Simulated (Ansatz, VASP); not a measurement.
## One calculation of ZrPb2O3, two programs

INCAR

```
ALGO     = Normal         # electronic algorithm
EDIFF    = 1E-6           # SCF threshold, eV
ENCUT    = 520            # plane-wave cutoff, eV
GGA      = PE             # functional
ISIF     = 2              # what is computed and relaxed
ISMEAR   = 0              # smearing method
LASPH    = True           # aspherical terms in the spheres
LCHARG   = False          # write CHGCAR
LREAL    = False          # projectors in reciprocal space
LWAVE    = False          # write WAVECAR
NBANDS   = 38             # bands
NELM     = 60             # most SCF steps
PREC     = Accurate       # precision mode
SIGMA    = 0.1            # smearing width, eV
```

Contents of KPOINTS:

```
k-points
0
Gamma
  6 6 4
```

File POSCAR:

```
ZrPb2O3
1.0
    5.3791650200      0.0000000000      0.0000000000
   -2.6895825100      4.6584935600      0.0000000000
    0.0000000000      0.0000000000      4.5011348400
Zr Pb O
1 2 3
Direct
    0.0000000000      0.0000000000      0.0000000000
    0.6666666700      0.3333333300      0.0000000000
    0.3333333300      0.6666666700      0.0000000000
    0.5000000000      0.5000000000      0.5000000000
    0.5000000000      0.0000000000      0.5000000000
    0.0000000000      0.5000000000      0.5000000000
```

Input for Ansatz:

```yaml
crystal:
  lattice:
    - [5.37916502, 0.0, 0.0]
    - [-2.68958251, 4.65849356, 0.0]
    - [0.0, 0.0, 4.50113484]
  atoms:
    - { symbol: Zr, position: [0.0, 0.0, 0.0] }
    - { symbol: Pb, position: [0.66666667, 0.33333333, 0.0] }
    - { symbol: Pb, position: [0.33333333, 0.66666667, 0.0] }
    - { symbol: O, position: [0.5, 0.5, 0.5] }
    - { symbol: O, position: [0.5, 0.0, 0.5] }
    - { symbol: O, position: [0.0, 0.5, 0.5] }
basis:
  ecutwfc: 420
kpoints:
  mp_grid: { grid: [6, 6, 4] }
hamiltonian:
  xc: pbe
scf:
  occupations: { method: gaussian, width: 0.1 }
  lower_state_search: "off"
output:
  forces: true
  stress: true
  eigenvalues: true
```

Change from the starting cell: species swapped into the ErCo3Ni2 type (P6/mmm, No. 191).

Alike in both runs: task single point; functional PBE; k mesh 6 × 6 × 4; occupations gaussian, width 0.1 eV; no spin polarisation.

|  | VASP | Ansatz |
| --- | --- | --- |
| version | VASP 6.6.1 | Ansatz 0.2.0 |
| potentials or method | VASP PAW PBE potentials, release 64 (Zr_sv, Pb_d, O), cutoff 520 eV | scalar-relativistic, plane waves, PAW |
| valence electrons in the cell | 58 | 58 |

Ansatz gave:

```
gap on the k mesh at the Fermi level (eV)                     : none
pressure (GPa)                                                : -4.8
traceless stress, the component that is largest in VASP (GPa) : -17.64
```

Q: Estimate VASP's values.

A: gap on the k mesh at the Fermi level (eV): none; pressure (GPa): -4.9; traceless stress, the component that is largest in VASP (GPa): -17.58.

A gap of «none» marks a metal or a gap that the smearing closes. The functional is the same, so the differences come from potentials, cutoffs and numerics.

Neither program's run includes spin-orbit coupling.
